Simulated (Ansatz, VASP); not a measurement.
# One calculation of Mg2As, two programs

```xyz
3
Lattice="4.8043 0.0000 0.0000 -2.4021 4.1606 0.0000 0.0000 0.0000 3.1419" Properties=species:S:1:pos:R:3 pbc="T T T"
Mg    0.0000    2.7738    1.5709
Mg    2.4021    1.3869    1.5709
As    0.0000    0.0000    0.0000
```

Alike in both runs: task relaxation of cell and atoms; functional PBE; k mesh 6 × 6 × 6; occupations gaussian, width 0.1 eV; no spin polarisation.

```csv
,VASP,Ansatz
version,VASP 6.6.1,Ansatz 0.2.0
potentials or method,"VASP PAW PBE potentials, release 64 (Mg, As), cutoff 600 eV","scalar-relativistic, plane waves, PAW"
valence electrons in the cell,9,35
```

Ansatz gave:

```
gap on the k mesh at the Fermi level, each at its own relaxed structure (eV) : none
relaxed volume (Å³/atom)                                                     : 21.04
relaxed cell length with the largest relative difference (Å)                 : 5.044
```

What did VASP give for the same quantities?

gap on the k mesh at the Fermi level, each at its own relaxed structure (eV): none; relaxed volume (Å³/atom): 20.97; relaxed cell length with the largest relative difference (Å): 5.035.

A gap of «none» marks a metal or a gap that the smearing closes. VASP's potentials hold 9 valence electrons a cell and Ansatz's 35, so a difference there can come from the potentials and not from the codes.
